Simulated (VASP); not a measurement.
# W in VASP: single point with PBEsol

Aim: the single point of W with PBEsol.

Everything below comes from runs of VASP 6.6.1. Logs are shortened: lines on timing, memory, paths and dates and some standing lists are left out, and cuts for length are marked.

## Step 1: The cell of the first run

The cell holds a wire or tube with vacuum around it, 12 atoms: a = 16.700 Å, b = 16.000 Å, c = 2.661 Å, α = 90.00°, β = 90.00°, γ = 90.00°.

## Step 2: Single point, PBEsol

File INCAR:

```
  ALGO = Normal
  EDIFF = 1E-6
  ENCUT = 520
  GGA = PS
  ISIF = 2
  ISMEAR = 0
  LASPH = T
  LCHARG = T
  LELF = T
  LREAL = F
  LVHAR = T
  LWAVE = F
  NBANDS = 96
  NELM = 80
  PREC = Accurate
  SIGMA = 0.05
```

File KPOINTS:

```
k-points
0
Gamma
  1 1 20
```

File POSCAR:

```
W
1.0
   16.7000000000      0.0000000000      0.0000000000
    0.0000000000     16.0000000000      0.0000000000
    0.0000000000      0.0000000000      2.6613212445
W
12
Direct
    0.3487989877      0.4321171614      0.0000751290
    0.3505437011      0.7019915702      0.0003824395
    0.2769263272      0.5689341084      0.6663966595
    0.5736084619      0.2987560308     -0.0003698962
    0.5780744133      0.5702906913      0.0000306873
    0.5000000000      0.4291316008      0.6666666667
    0.5000000000      0.7054968396      0.6666666667
    0.7230736728      0.5689341084      0.6669366738
    0.4263915381      0.2987560308      0.3337032295
    0.4219255867      0.5702906913      0.3333026461
    0.6512010123      0.4321171614      0.3332582043
    0.6494562989      0.7019915702      0.3329508938
```

Potentials or basis: VASP PAW PBE potentials, release 64 (W_sv).

Started as:

```
> cat potpaw_PBE.64/W_sv/POTCAR > POTCAR
> mpirun -np 1 vasp_std > vasp.out
```

OUTCAR:

```text
EDIFF = 1E-6
   ENCUT = 520
   GGA = PS
   ISIF = 2
   ISMEAR = 0
   LASPH = T
   LREAL = F
   NELM = 80
   PREC = Accurate

 ion  position               nearest neighbor table
   1  0.349  0.432  0.000-   9 2.65   3 2.65  10 2.68   6 2.68   9 3.06   3 3.06   6 3.09  10 3.09

   2  0.351  0.702  0.000-  10 2.58   3 2.61   7 2.65  10 3.00   3 3.03   7 3.06
   3  0.277  0.569  0.666-  10 2.58   2 2.61   1 2.65  10 3.00   2 3.03   1 3.06
   4  0.574  0.299  1.000-   6 2.58   9 2.61  11 2.65   6 3.00   9 3.03  11 3.06
   5  0.578  0.570  0.000-  12 2.58   8 2.58  11 2.68   7 2.68  10 2.75   6 2.75  12 3.00   8 3.00
                             7 3.09  11 3.09  10 3.15   6 3.15
   6  0.500  0.429  0.667-   4 2.58   9 2.58   1 2.68  11 2.68   5 2.75  10 2.75   9 3.00   4 3.00
                            11 3.09   1 3.09  10 3.15   5 3.15
   7  0.500  0.705  0.667-   2 2.65  12 2.65   5 2.68  10 2.68  12 3.06   2 3.06  10 3.09   5 3.09

   8  0.723  0.569  0.667-   5 2.58  12 2.61  11 2.65   5 3.00  12 3.03  11 3.06
   9  0.426  0.299  0.334-   6 2.58   4 2.61   1 2.65   6 3.00   4 3.03   1 3.06
  10  0.422  0.570  0.333-   2 2.58   3 2.58   1 2.68   7 2.68   5 2.75   6 2.75   2 3.00   3 3.00
                             7 3.09   1 3.09   5 3.15   6 3.15
  11  0.651  0.432  0.333-   4 2.65   8 2.65   5 2.68   6 2.68   4 3.06   8 3.06   6 3.09   5 3.09

  12  0.649  0.702  0.333-   5 2.58   8 2.61   7 2.65   5 3.00   8 3.03   7 3.06

  LATTYP: Found a simple orthorhombic cell.
 ALAT       =     2.6613212445
 B/A-ratio  =     6.0120513572
 C/A-ratio  =     6.2750786041

  Lattice vectors:

 A1 = (   0.0000000000,   0.0000000000,  -2.6613212445)
 A2 = (   0.0000000000,  16.0000000000,   0.0000000000)
 A3 = (  16.7000000000,   0.0000000000,   0.0000000000)

Analysis of symmetry for initial positions (statically):
=====================================================================
 Subroutine PRICEL returns:
 Original cell was already a primitive cell.

 Routine SETGRP: Setting up the symmetry group for a
 simple orthorhombic supercell.

 Subroutine GETGRP returns: Found  2 space group operations
 (whereof  1 operations were pure point group operations)
 out of a pool of  8 trial point group operations.

The static configuration has the point symmetry C_1 .
 The point group associated with its full space group is C_2 .

Analysis of symmetry for dynamics (positions and initial velocities):
=====================================================================
 Subroutine PRICEL returns:
 Original cell was already a primitive cell.

 Routine SETGRP: Setting up the symmetry group for a
 simple orthorhombic supercell.
[... 127 lines left out ...]
   ISMEAR =     0;   SIGMA  =   0.05  broadening in eV -4-tet -1-fermi 0-gaus
   EFERMI_NEDOS =   21; number of points for ismear=-14 and -15
   IALGO  =     38    algorithm
   IMIX   =      4    mixing-type and parameters
     AMIX     =   0.40;   BMIX     =  1.00
     AMIX_MAG =   1.60;   BMIX_MAG =  1.00
  volume/ion in A,a.u.               =      59.26       399.90
  Fermi-wavevector in a.u.,A,eV,Ry     =   1.012045  1.912489 13.935576  1.024236
  Thomas-Fermi vector in A             =   2.145131
   LORBIT       =      0    0 simple, 1 ext, 2 COOP (PROOUT), +10 PAW based schemes
   GGA     = PS    functional components
   LHFCALC =     F    Hartree Fock is set to
   AEXX    =    0.0000 exact exchange contribution
   IVDW    =     0    specifies the selected vdW correction
   LEPSILON=     F    determine dielectric tensor
   LRPA    =     F    only Hartree local field effects (RPA)
 non-spin polarized calculation
 Gauss-broadening in eV      SIGMA  =   0.05
  energy-cutoff  :      520.00
  volume of cell :      711.11
 maximum number of plane-waves:     19254
 NGX is ok and might be reduce to   126
   NGX = 63   NGY = 59   NGZ =  9

 number of electron     168.0000008 magnetization

 Free energy of the ion-electron system (eV)
  ---------------------------------------------------
  ext. energy  EPLUGINS =         0.00000000
  ---------------------------------------------------
  free energy    TOTEN  =      -146.24759100 eV

  energy without entropy =     -146.22984457  energy(sigma->0) =     -146.23871778

 E-fermi :  -0.2299     XC(G=0):  -4.9397

 val. band max:       -0.2300292774   @ k =   0.0000   0.0000   0.1500
 cond. band min:      -0.2291112673   @ k =   0.0000   0.0000   0.4500
 fundamental gap:      0.0009180101
 Fermi energy:        -0.2298921928

 k-point     1 :       0.0000    0.0000    0.0000
  band No.  band energies     occupation
      1     -74.4404      2.00000
      2     -74.3864      2.00000
      3     -74.3860      2.00000
      4     -74.1674      2.00000
      5     -74.1672      2.00000
      6     -74.1624      2.00000
[... 1078 lines left out ...]
     95       1.9154      0.00000
     96       2.0980      0.00000

------------------------ aborting loop because EDIFF is reached ----------------------------------------

  FORCE on cell =-STRESS in cart. coord.  units (eV):
  Direction    XX          YY          ZZ          XY          YZ          ZX
  --------------------------------------------------------------------------------------
  -------------------------------------------------------------------------------------
  Total        0.7877317      0.7902941      1.0337568      0.0000000      0.0000000      0.0059724
  in kB        1.7748235      1.7805967      2.3291380      0.0000000      0.0000000      0.0134563
  external PRESSURE =       1.9615194 kB  Pullay stress =       0.0000000 kB

 VOLUME and BASIS-vectors are now :
 -----------------------------------------------------------------------------
  energy-cutoff  :      520.00
  volume of cell :      711.11
      direct lattice vectors                 reciprocal lattice vectors
    16.700000000  0.000000000  0.000000000     0.059880240  0.000000000  0.000000000
     0.000000000 16.000000000  0.000000000     0.000000000  0.062500000  0.000000000
     0.000000000  0.000000000  2.661321244     0.000000000  0.000000000  0.375753210

 POSITION                                       TOTAL-FORCE (eV/Angst)
 -----------------------------------------------------------------------------------
      5.82494      6.91387      0.00020        -0.038815     -0.023004     -0.000476
      5.85408     11.23187      0.00102        -0.033874      0.061228      0.002812
      4.62467      9.10295      1.77350        -0.070421     -0.001423     -0.003827
      9.57926      4.78010      2.66034         0.035845     -0.059533     -0.003486
      9.65384      9.12465      0.00008        -0.025193     -0.013269     -0.001917
      8.35000      6.86611      1.77421        -0.000000      0.028159     -0.000000
      8.35000     11.28795      1.77421        -0.000000      0.043843     -0.000000
     12.07533      9.10295      1.77493         0.070421     -0.001423      0.003827
      7.12074      4.78010      0.88809        -0.035845     -0.059533      0.003486
      7.04616      9.12465      0.88703         0.025193     -0.013269      0.001917
     10.87506      6.91387      0.88691         0.038815     -0.023004      0.000476
     10.84592     11.23187      0.88609         0.033874      0.061228     -0.002812
 -----------------------------------------------------------------------------------
    total drift:                                0.000023     -0.001575     -0.000005

  FREE ENERGIE OF THE ION-ELECTRON SYSTEM (eV)
  ---------------------------------------------------
  free  energy   TOTEN  =      -146.2475909995 eV

  energy  without entropy=     -146.2298445684  energy(sigma->0) =     -146.23871778
```

stdout:

```text
POSCAR found type information on POSCAR W
 POSCAR found :  1 types and      12 ions
 scaLAPACK will be used
 -----------------------------------------------------------------------------
|                                                                             |
|                                                                             |
|     You enforced a specific xc type in the INCAR file but a different       |
|     I HOPE YOU KNOW WHAT YOU ARE DOING!                                     |
|                                                                             |
 -----------------------------------------------------------------------------

 LDA part: xc-table for (Slater+PW92), standard interpolation
 POSCAR, INCAR and KPOINTS ok, starting setup
 FFT: planning ... GRIDC
 FFT: planning ... GRID_SOFT
 FFT: planning ... GRID
 WAVECAR not read
 entering main loop
```

Wall time 23 min (1 thread of Intel Xeon Platinum 8488C (Sapphire Rapids), shared host); peak memory 0.93 GiB.

What came out:

```yaml
Free_energy: -146.2476 eV
Largest_force: 0.071 eV/Å
Band_gap_on_the_k_mesh: zero (bands 84 and 85 overlap by 1.08 eV)
```

Forces in eV/Å, atoms in the order of the input:
```
W   -0.039 -0.023  0.000
W   -0.034  0.061  0.003
W   -0.070 -0.001 -0.004
W    0.036 -0.060 -0.003
W   -0.025 -0.013 -0.002
W    0.000  0.028  0.000
W    0.000  0.044  0.000
W    0.070 -0.001  0.004
W   -0.036 -0.060  0.003
W    0.025 -0.013  0.002
W    0.039 -0.023  0.000
W    0.034  0.061 -0.003
```

Levels at points of the mesh, in eV from the Fermi level:
```csv
k point,band 80,band 81,band 82,band 83,band 84,band 85,band 86,band 87,band 88,band 89
"(0.00, 0.00, 0.00)",-0.94,-0.94,-0.44,-0.25,-0.24,0.16,0.28,0.29,0.41,0.87
"(0.00, 0.00, 0.50)",-0.02,0.09,0.55,0.62,0.80,0.80,0.88,0.88,1.42,1.42
```

Caveat: the PAW data sets were made with another functional, which shifts forces and pressure a little; spin-orbit coupling is left out, which moves the levels of the heavy elements.
